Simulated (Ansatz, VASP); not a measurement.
## One calculation of Ti2Al3Ru, two programs

```
Ti Al Ru
1.0
     4.37340    0.00000    0.00000
    -2.18670    3.78747    0.00000
     0.00000    0.00000    9.94226
Ti Al Ru
2 3 1
Cartesian
  0.0000 0.0000 7.7181
  0.0000 0.0000 2.2242
  0.0000 2.5250 0.0000
  2.1867 1.2625 0.0000
  0.0000 0.0000 4.9711
  0.0000 0.0000 0.0000
```

Alike in both runs: functional PBE; k mesh 6 × 6 × 2; occupations gaussian, width 0.1 eV; no spin polarisation.

Ansatz relaxed the structure, and its values are those at the end. VASP's run is a single point on that final structure, the one shown.

|  | VASP | Ansatz |
| --- | --- | --- |
| version | VASP 6.6.1 | Ansatz 0.2.0 |
| potentials or method | VASP PAW PBE potentials, release 64 (Ti_sv, Al, Ru_sv), cutoff 560 eV | scalar-relativistic, plane waves, PAW |
| valence electrons in the cell | 49 | 49 |

VASP gave:

| Quantity | Value |
| --- | --- |
| gap on the k mesh at the Fermi level (eV) | none |
| pressure (GPa) | 0.0 |
| rms of the force components (eV/Å) | 0.026 |

Q: Which values does Ansatz return?

A: gap on the k mesh at the Fermi level (eV): none; pressure (GPa): -0.1; rms of the force components (eV/Å): 0.006.

A gap of «none» marks a metal or a gap that the smearing closes.
